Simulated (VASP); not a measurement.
Input of a VASP 6.6.1 run:

The input INCAR:

```
PREC = Accurate
ENCUT = 520
EDIFF = 1E-7
ISMEAR = 0
SIGMA = 0.02
LREAL = Auto
LASPH = T
NELM = 100
ALGO = Normal
ISIF = 2
LWAVE = F
LCHARG = F
GGA = PE
IVDW = 12
NELECT = 72.0
NBANDS = 48
```

Contents of KPOINTS:

```
Automatic mesh
0
Gamma
  2 2 2
```

POSCAR

```
TiAl6N8
1.0
   -3.0810000000     -5.3364490000      0.0000000000
    4.6215000000     -2.6682240000      0.0000000000
    0.0000000000      0.0000000000      5.0310000000
Al N Ti
6 8 1
Direct
    0.5157014586      0.3367863668     -0.0073216060
    0.4966827657      0.6760098672      0.4999041940
    0.2457453941      0.8166313014     -0.0179530908
   -0.0124993096      0.6708113442      0.5111037567
    0.7548208866      0.8424018504     -0.0050826873
    0.7398442098      0.1712379120      0.5141363546
    0.4997451456      0.3510160757      0.3758225005
    0.5018606440      0.6642565497      0.8717398132
    0.2413032705      0.8161452724      0.3706565295
    0.2596466774      0.1615279483      0.9611351620
   -0.0275490001      0.3483500013      0.4030079507
   -0.0046366849      0.6960219353      0.8667509441
    0.7409412147      0.8431076236      0.3721906182
    0.7291384250      0.1544930190      0.8685340887
    0.2204552234      0.1817549590      0.3257855297
```

Potentials or basis: VASP PAW PBE potentials, release 64 (Al, N, Ti_sv).

Run with:

```sh
$ cat potpaw_PBE.64/Al/POTCAR potpaw_PBE.64/N/POTCAR potpaw_PBE.64/Ti_sv/POTCAR > POTCAR
$ mpirun -np 1 vasp_std > vasp.out
```

(1) Estimate the dispersion energy per atom.

(2) What does it give for the largest force?

Answers

(1) -0.258 eV.

(2) 0.499 eV/Å.

Caveat: the k points lie up to 0.62 Å⁻¹ apart; the cell carries a net charge on a neutralising background, which shifts energy and pressure.
